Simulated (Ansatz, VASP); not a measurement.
# Two plane-wave programs on Ta4O

```xyz
5
Lattice="3.2547 0.0000 0.0000 0.0000 3.2547 0.0000 0.0000 0.0000 8.1349" Properties=species:S:1:pos:R:3 pbc="T T T"
Ta    0.0000    0.0000    4.0675
Ta    1.6274    1.6274    6.3689
Ta    1.6274    1.6274    1.7660
Ta    0.0000    0.0000    0.0000
O     1.6274    1.6274    4.0675
```

Change from the starting cell: strain +0.1000 x Voigt [0, 0, 1, 0, 0, 0], atoms carried along.

Alike in both runs: task single point; functional PBE; k mesh 14 × 14 × 8; occupations gaussian, width 0.15 eV; no spin polarisation.

|  | VASP | Ansatz |
| --- | --- | --- |
| version | VASP 6.6.1 | Ansatz 0.2.0 |
| potentials or method | VASP PAW PBE potentials, release 64 (Ta_pv, O), cutoff 520 eV | scalar-relativistic, plane waves, PAW |
| valence electrons in the cell | 50 | 58 |

|  | VASP | Ansatz | Ansatz less VASP |
| --- | --- | --- | --- |
| gap on the k mesh at the Fermi level (eV) | none | none | - |
| pressure (GPa) | -16.8 | -16.9 | -0.10 |
| traceless stress, the component that is largest in VASP (GPa) | -6.22 | -6.25 | -0.034 |
| rms of the force components (eV/Å) | 0.152 | 0.161 | +0.0084 |

Atom by atom the forces differ by 0.008 eV/Å (rms over components). A gap of «none» marks a metal or a gap that the smearing closes. VASP's potentials hold 50 valence electrons a cell and Ansatz's 58, so a difference there can come from the potentials and not from the codes.

Spin-orbit coupling is off throughout.
